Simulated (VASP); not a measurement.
# AlN (Cm) in VASP: single point with r2SCAN

Aim: the single point of AlN with r2SCAN.

All numbers are computed with VASP 6.6.1; they aren't measurements. Logs are shortened: lines on timing, memory, paths and dates and some standing lists are left out, and cuts for length are marked.

## 1. The cell of the first run

The structure is monoclinic, space group Cm (No. 8). The conventional cell has a = 11.318 Å, b = 3.107 Å, c = 5.381 Å, α = 90.00°, β = 118.39°, γ = 90.00°. Within 2.3 Å of Al (site symmetry m) lie 4 N at 1.74 to 1.83 Å. Within 2.6 Å of Al (site symmetry m) lie 4 N at 1.96 to 2.04 Å. Al (site symmetry m) has 4 N at 1.87 to 1.91 Å within 2.5 Å. Within 2.5 Å of Al (site symmetry m) lie 4 N at 1.87 to 1.91 Å. Within 2.4 Å of N (site symmetry m) lie 4 Al at 1.82 to 1.91 Å. Within 2.5 Å of N (site symmetry m) lie 4 Al at 1.87 to 1.98 Å. N (site symmetry m) has 4 Al at 1.74 to 1.96 Å within 2.3 Å. Within 2.4 Å of N (site symmetry m) lie 4 Al at 1.83 to 2.04 Å.

## 2. Single point, r2SCAN (atoms displaced along a vibrational mode)

POSCAR

```
AlN
1.0
   -3.1066653383      0.0000000000      0.0000000000
    0.0000000000      5.3809022080      0.0000000000
    1.5533326691     -2.6904511040     -4.9784048429
Al N
4 4
Direct
    0.9988975212      0.3345011820      0.9977950425
    0.4994095764      0.8304725822      0.9988191527
    0.2484600068      0.9154085942      0.4969200135
    0.7498470908      0.4162318368      0.4996941817
    0.8160444860      0.1486904609      0.6320889721
    0.3006484164      0.6346691081      0.6012968327
    0.0583464512      0.6971367518      0.1166929024
    0.5583464512      0.2528894840      0.1166929024
```

INCAR.step1

```
ALGO     = Normal         # electronic algorithm
EDIFF    = 1E-4           # SCF threshold, eV
ENCUT    = 520            # plane-wave cutoff, eV
GGA      = PE             # functional
ISMEAR   = 0              # smearing method
LASPH    = True           # aspherical terms in the spheres
LCHARG   = False          # write CHGCAR
LREAL    = False          # projectors in reciprocal space
LWAVE    = True           # write WAVECAR
NBANDS   = 26             # bands
NELM     = 60             # most SCF steps
PREC     = Accurate       # precision mode
SIGMA    = 0.05           # smearing width, eV
```

INCAR.step2

```
ALGO     = Normal         # electronic algorithm
EDIFF    = 1E-7           # SCF threshold, eV
ENCUT    = 520            # plane-wave cutoff, eV
ISIF     = 2              # what is computed and relaxed
ISMEAR   = 0              # smearing method
ISTART   = 1            
LASPH    = True           # aspherical terms in the spheres
LCHARG   = False          # write CHGCAR
LMIXTAU  = True         
LREAL    = False          # projectors in reciprocal space
LWAVE    = False          # write WAVECAR
METAGGA  = R2SCAN         # meta-GGA
NBANDS   = 26             # bands
NELM     = 60             # most SCF steps
PREC     = Accurate       # precision mode
SIGMA    = 0.05           # smearing width, eV
```

KPOINTS

```
k-points
0
Gamma
  8 8 8
```

Potentials or basis: VASP PAW PBE potentials, release 64 (Al, N).

The run is started by

```
$ cat potpaw_PBE.64/Al/POTCAR potpaw_PBE.64/N/POTCAR > POTCAR
$ cp INCAR.step1 INCAR
$ mpirun -np 1 vasp_std > vasp.out
$ cp INCAR.step2 INCAR
$ mpirun -np 1 vasp_std > vasp.out
```

OUTCAR:

```text
EDIFF = 1E-7
   ENCUT = 520
   ISIF = 2
   ISMEAR = 0
   ISTART = 1
   LASPH = True
   LREAL = False
   METAGGA = R2SCAN
   NELM = 60
   PREC = Accurate

 ion  position               nearest neighbor table
   1  0.999  0.335  0.998-   7 1.74   5 1.82   8 1.83   8 1.83   4 3.05   3 3.06   3 3.07   3 3.07
                             4 3.08   4 3.08   2 3.09   2 3.09   2 3.13   2 3.13
   2  0.499  0.830  0.999-   7 1.96   7 1.96   6 1.98   8 2.04   3 3.06   3 3.06   4 3.06   4 3.06
                             4 3.08   3 3.08   1 3.09   1 3.09   1 3.13   1 3.13
   3  0.248  0.915  0.497-   6 1.87   7 1.90   5 1.91   5 1.91   2 3.06   2 3.06   1 3.06   1 3.07
                             1 3.07   2 3.08   4 3.10   4 3.10   4 3.11   4 3.11
   4  0.750  0.416  0.500-   6 1.87   6 1.87   8 1.91   5 1.91   1 3.05   2 3.06   2 3.06   2 3.08
                             1 3.08   1 3.08   3 3.10   3 3.10   3 3.11   3 3.11
   5  0.816  0.149  0.632-   1 1.82   4 1.91   3 1.91   3 1.91
   6  0.301  0.635  0.601-   3 1.87   4 1.87   4 1.87   2 1.98
   7  0.058  0.697  0.117-   1 1.74   3 1.90   2 1.96   2 1.96
   8  0.558  0.253  0.117-   1 1.83   1 1.83   4 1.91   2 2.04

  LATTYP: Found a body centered orthorhombic cell.
 ALAT       =     3.1066653383
 B/A-ratio  =     1.7320508076
 C/A-ratio  =     3.2049830289

  Lattice vectors:

 A1 = (  -1.5533326691,   2.6904511040,   4.9784048429)
 A2 = (   1.5533326692,  -2.6904511040,   4.9784048429)
 A3 = (   1.5533326691,   2.6904511040,  -4.9784048429)

Analysis of symmetry for initial positions (statically):
=====================================================================
 Subroutine PRICEL returns:
 Original cell was already a primitive cell.

 Routine SETGRP: Setting up the symmetry group for a
 body centered orthorhombic supercell.

 Subroutine GETGRP returns: Found  2 space group operations
 (whereof  2 operations were pure point group operations)
 out of a pool of  8 trial point group operations.

The static configuration has the point symmetry C_1h.

Analysis of symmetry for dynamics (positions and initial velocities):
=====================================================================
 Subroutine PRICEL returns:
 Original cell was already a primitive cell.

 Routine SETGRP: Setting up the symmetry group for a
 body centered orthorhombic supercell.

 Subroutine GETGRP returns: Found  2 space group operations
 (whereof  2 operations were pure point group operations)
 out of a pool of  8 trial point group operations.

The dynamic configuration has the point symmetry C_1h.

 Subroutine INISYM returns: Found  2 space group operations
 (whereof  2 operations are pure point group operations),
 and found     1 'primitive' translations

----------------------------------------------------------------------------------------

                                     Primitive cell

  volume of cell :      83.2223

  direct lattice vectors                    reciprocal lattice vectors
    -3.106665338  0.000000000  0.000000000    -0.321888550  0.000000000 -0.100433777
     0.000000000  5.380902208  0.000000000     0.000000000  0.185842441 -0.100433777
     1.553332669 -2.690451104 -4.978404843     0.000000000  0.000000000 -0.200867553

  length of vectors
     3.106665338  5.380902208  5.868209634     0.337193093  0.211244778  0.200867553

  position of ions in fractional coordinates (direct lattice)
     0.998897521  0.334501182  0.997795043
     0.499409576  0.830472582  0.998819153
     0.248460007  0.915408594  0.496920014
     0.749847091  0.416231837  0.499694182
     0.816044486  0.148690461  0.632088972
     0.300648416  0.634669108  0.601296833
     0.058346451  0.697136752  0.116692902
     0.558346451  0.252889484  0.116692902

  ion indices of the primitive-cell ions
   primitive index   ion index
                 1           1
                 2           2
                 3           3
                 4           4
                 5           5
                 6           6
                 7           7
                 8           8

----------------------------------------------------------------------------------------

 KPOINTS: k-points

Automatic generation of k-mesh.
 Grid dimensions read from file:
 generate k-points for:    8    8    8

 Generating k-lattice:

  Cartesian coordinates                     Fractional coordinates (reciprocal lattice)
    -0.040236069  0.000000000 -0.012554222     0.125000000  0.000000000  0.000000000
     0.000000000  0.023230305 -0.012554222     0.000000000  0.125000000  0.000000000
     0.000000000  0.000000000 -0.025108444     0.000000000  0.000000000  0.125000000

  Length of vectors
     0.042149137  0.026405597  0.025108444

  Shift w.r.t. Gamma in fractional coordinates (k-lattice)
     0.000000000  0.000000000  0.000000000

 Subroutine IBZKPT returns following result:
 ===========================================

 Found    150 irreducible k-points:

 Following reciprocal coordinates:
            Coordinates               Weight
  0.000000  0.000000  0.000000      1.000000
  0.125000  0.000000  0.000000      4.000000
  0.250000  0.000000  0.000000      4.000000
  0.375000  0.000000  0.000000      4.000000
  0.500000  0.000000  0.000000      2.000000
  0.000000  0.125000  0.000000      2.000000
[... 16 lines left out ...]
  0.125000  0.250000  0.000000      4.000000
 -0.125000  0.250000 -0.250000      4.000000
 [... further k-points ...]
   k-points           NKPTS =    150   k-points in BZ     NKDIM =    150   number of bands    NBANDS=     26
   number of dos      NEDOS =    301   number of ions     NIONS =      8
   total plane-waves  NPLWV =  46080
   dimension x,y,z NGX =    24 NGY =   40 NGZ =   48
   dimension x,y,z NGXF=    48 NGYF=   80 NGZF=   96
   ions per type =               4   4
   NGX,Y,Z   is equivalent  to a cutoff of  12.84, 12.36, 13.60 a.u.
   NGXF,Y,Z  is equivalent  to a cutoff of  25.69, 24.72, 27.20 a.u.
 SYSTEM =  unknown system
   PREC   = accura    normal or accurate (medium, high low for compatibility)
   ISTART =      1    job   : 0-new  1-cont  2-samecut
   ICHARG =      0    charge: 1-file 2-atom 10-const
   ISPIN  =      1    spin polarized calculation?
   LNONCOLLINEAR =      F non collinear calculations
   LSORBIT =      F    spin-orbit coupling
   LASPH  =      T    aspherical Exc in radial PAW
   ENCUT  =  520.0 eV  38.22 Ry    6.18 a.u.   5.78 10.00 10.91*2*pi/ulx,y,z
   NELM   =     60;   NELMIN=  2; NELMDL=  0     # of ELM steps
   EDIFF  = 0.1E-06   stopping-criterion for ELM
   LREAL  =      F    real-space projection
   EDIFFG = 0.1E-05   stopping-criterion for IOM
   NSW    =      0    number of steps for IOM
   IBRION =     -1    ionic relax: 0-MD 1-quasi-New 2-CG
   NFREE  =      0    steps in history (QN), initial steepest desc. (CG)
   ISIF   =      2    stress and relaxation
   ISYM   =      2    0-nonsym 1-usesym 2-fastsym
   POTIM  = 0.5000    time-step for ionic-motion
   TEBEG  =    0.0;   TEEND  =   0.0 temperature during run
   PSTRESS=    0.0 pullay stress
   NELECT =      32.0000    total number of electrons
   NUPDOWN=      -1.0000    fix difference up-down
   EMIN   =  10.00;   EMAX   =-10.00  energy-range for DOS
   EFERMI =   0.00;   METHOD = LEGACY
   ISMEAR =     0;   SIGMA  =   0.05  broadening in eV -4-tet -1-fermi 0-gaus
   EFERMI_NEDOS =   21; number of points for ismear=-14 and -15
   IALGO  =     38    algorithm
   IMIX   =      4    mixing-type and parameters
     AMIX     =   0.40;   BMIX     =  1.00
     AMIX_MAG =   1.60;   BMIX_MAG =  1.00
  volume/ion in A,a.u.               =      10.40        70.20
  Fermi-wavevector in a.u.,A,eV,Ry     =   1.190451  2.249626 19.281821  1.417174
  Thomas-Fermi vector in A             =   2.326535
   LORBIT       =      0    0 simple, 1 ext, 2 COOP (PROOUT), +10 PAW based schemes
   METAGGA = R2SCAN    functional components
   LHFCALC =     F    Hartree Fock is set to
   AEXX    =    0.0000 exact exchange contribution
   IVDW    =     0    specifies the selected vdW correction
   LEPSILON=     F    determine dielectric tensor
   LRPA    =     F    only Hartree local field effects (RPA)
 non-spin polarized calculation
 Gauss-broadening in eV      SIGMA  =   0.05
  energy-cutoff  :      520.00
  volume of cell :       83.22
 maximum number of plane-waves:      2256
   NGX = 11   NGY = 21   NGZ = 21

 number of electron      32.0000001 magnetization

 Free energy of the ion-electron system (eV)
  ---------------------------------------------------
  ext. energy  EPLUGINS =         0.00000000
  ---------------------------------------------------
  free energy    TOTEN  =       -76.08146801 eV

  energy without entropy =      -76.08146801  energy(sigma->0) =      -76.08146801

 E-fermi :   6.2032     XC(G=0): -11.4212

 val. band max:        5.9710693053   @ k =   0.0000   0.0000   0.0000
 cond. band min:      10.6594633256   @ k =   0.0000   0.0000   0.0000
 fundamental gap:      4.6883940203
 Fermi energy:         6.2032397404

 k-point     1 :       0.0000    0.0000    0.0000
  band No.  band energies     occupation
      1     -10.0836      2.00000
      2      -7.9904      2.00000
      3      -7.7532      2.00000
      4      -7.6174      2.00000
      5      -0.1766      2.00000
      6       0.2422      2.00000
[... 18 lines left out ...]
     25      17.9465      0.00000
     26      18.6801      0.00000

 k-point     2 :       0.1250    0.0000    0.0000
  band No.  band energies     occupation
      1      -9.9189      2.00000
      2      -7.9336      2.00000
      3      -7.7284      2.00000
      4      -7.5407      2.00000
      5       0.0474      2.00000
      6       0.3441      2.00000
[... 18 lines left out ...]
     25      17.6345      0.00000
     26      18.0467      0.00000

 k-point     3 :       0.2500    0.0000    0.0000
  band No.  band energies     occupation
      1      -9.4533      2.00000
      2      -7.7885      2.00000
      3      -7.6274      2.00000
      4      -7.4355      2.00000
      5       0.6392      2.00000
      6       0.8183      2.00000
[... 18 lines left out ...]
     25      18.0165      0.00000
     26      18.4218      0.00000

 k-point     4 :       0.3750    0.0000    0.0000
  band No.  band energies     occupation
      1      -8.7862      2.00000
      2      -7.6868      2.00000
      3      -7.5182      2.00000
      4      -7.4453      2.00000
      5       1.0888      2.00000
      6       1.1665      2.00000
[... 18 lines left out ...]
     25      17.6674      0.00000
     26      18.1365      0.00000
[... 496 lines left out ...]
      1      -9.8339      2.00000
      2      -8.2279      2.00000
      3      -7.9709      2.00000
      4      -7.6629      2.00000
      5       0.2336      2.00000
      6       0.6072      2.00000
[... 18 lines left out ...]
     25      17.8728      0.00000
     26      18.2271      0.00000

 k-point    23 :       0.1250    0.2500    0.0000
  band No.  band energies     occupation
      1      -9.6200      2.00000
      2      -8.2625      2.00000
      3      -7.9432      2.00000
      4      -7.5498      2.00000
      5       0.5949      2.00000
      6       0.7156      2.00000
[... 18 lines left out ...]
     25      17.3770      0.00000
     26      18.1979      0.00000

 k-point    24 :      -0.1250    0.2500   -0.2500
  band No.  band energies     occupation
      1      -9.6213      2.00000
      2      -8.2413      2.00000
      3      -7.9702      2.00000
      4      -7.5433      2.00000
      5       0.5471      2.00000
      6       0.7580      2.00000
[... 18 lines left out ...]
     25      17.6987      0.00000
     26      18.0853      0.00000

 [... further k-points ...]

------------------------ aborting loop because EDIFF is reached ----------------------------------------

  FORCE on cell =-STRESS in cart. coord.  units (eV):
  Direction    XX          YY          ZZ          XY          YZ          ZX
  --------------------------------------------------------------------------------------
  -------------------------------------------------------------------------------------
  Total        0.8918867      1.7812541      0.8901811     -0.0000000     -0.8534411      0.0000000
  in kB       17.1704025     34.2923050     17.1375671     -0.0000000    -16.4302560      0.0000000
  external PRESSURE =      22.8667582 kB  Pullay stress =       0.0000000 kB

 VOLUME and BASIS-vectors are now :
 -----------------------------------------------------------------------------
  energy-cutoff  :      520.00
  volume of cell :       83.22
      direct lattice vectors                 reciprocal lattice vectors
    -3.106665338  0.000000000  0.000000000    -0.321888550  0.000000000 -0.100433777
     0.000000000  5.380902208  0.000000000     0.000000000  0.185842441 -0.100433777
     1.553332669 -2.690451104 -4.978404843     0.000000000  0.000000000 -0.200867553

 POSITION                                       TOTAL-FORCE (eV/Angst)
 -----------------------------------------------------------------------------------
     -1.55333     -0.88460     -4.96743         0.000000     -1.563420      0.111475
     -0.00000      1.78142     -4.97253         0.000000      0.126546      0.250660
     -0.00000      3.58879     -2.47387        -0.000000     -0.072565     -0.341792
     -1.55333      0.89530     -2.48768         0.000000      0.084753      0.392791
     -1.55333     -0.90052     -3.14679         0.000000      0.061859      2.423892
     -0.00000      1.79733     -2.99350        -0.000000     -0.149429     -1.963878
     -0.00000      3.43727     -0.58094        -0.000000      5.163251     -0.526505
     -1.55333      1.04682     -0.58094        -0.000000     -3.650994     -0.346643
 -----------------------------------------------------------------------------------
    total drift:                               -0.000049      0.000062     -0.003160

  FREE ENERGIE OF THE ION-ELECTRON SYSTEM (eV)
  ---------------------------------------------------
  free  energy   TOTEN  =       -76.0814680150 eV

  energy  without entropy=      -76.0814680150  energy(sigma->0) =      -76.08146801
```

Wall time 14 min (1 thread of Intel Xeon Platinum 8259CL at 2.50GHz (Skylake/Cascade Lake), shared host); peak memory 0.37 GiB.

Results:

```
Free energy            : -76.0815 eV
Pressure               : 2.3 GPa
Largest force          : 5.190 eV/Å
Band gap on the k mesh : 4.69 eV
```

Forces on the atoms (eV/Å):
```
Al   0.000 -1.563  0.111
Al   0.000  0.127  0.251
Al   0.000 -0.073 -0.342
Al   0.000  0.085  0.393
N    0.000  0.062  2.424
N    0.000 -0.149 -1.964
N    0.000  5.163 -0.527
N    0.000 -3.651 -0.347
```

Stress tensor (GPa, compression positive):
```
 1.72  0.00  0.00
 0.00  3.43 -1.64
 0.00 -1.64  1.71
```

Caveat: the cell differs from its parent crystal (atoms displaced along a vibrational mode); the PAW data sets were made with another functional, which shifts forces and pressure a little.
